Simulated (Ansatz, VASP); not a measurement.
# Two plane-wave programs on BaCd3Sn2

```
Ba Cd Sn
1.0
     6.51510    0.00000    0.00000
    -3.25755    5.64224    0.00000
     0.00000    0.00000    4.85085
Ba Cd Sn
1 3 2
Direct
  0.00000 0.00000 0.00000
  0.50000 0.00000 0.50000
  0.50000 0.50000 0.50000
  0.00000 0.50000 0.50000
  0.33333 0.66667 0.00000
  0.66667 0.33333 0.00000
```

Change from the starting cell: species swapped into the CeGa3Pd2 type (P6/mmm, No. 191).

Alike in both runs: functional PBE; k mesh 6 × 6 × 8; occupations gaussian, width 0.1 eV; no spin polarisation.

Ansatz relaxed the structure, and its values are those at the end. VASP's run is a single point on that final structure, the one shown.

|  | VASP | Ansatz |
| --- | --- | --- |
| version | VASP 6.6.1 | Ansatz 0.2.0 |
| potentials or method | VASP PAW PBE potentials, release 64 (Ba_sv, Cd, Sn_d), cutoff 520 eV | scalar-relativistic, plane waves, PAW |
| valence electrons in the cell | 74 | 98 |

VASP gave:

```
gap on the k mesh at the Fermi level (eV) : none
pressure (GPa)                            : 0.2
```

Question: What did Ansatz give for the same quantities?

Answer: gap on the k mesh at the Fermi level (eV): none; pressure (GPa): 0.0.

A gap of «none» marks a metal or a gap that the smearing closes. The functional is the same, so the differences come from potentials, cutoffs and numerics. VASP's potentials hold 74 valence electrons a cell and Ansatz's 98, so a difference there can come from the potentials and not from the codes.

Neither program's run includes spin-orbit coupling.
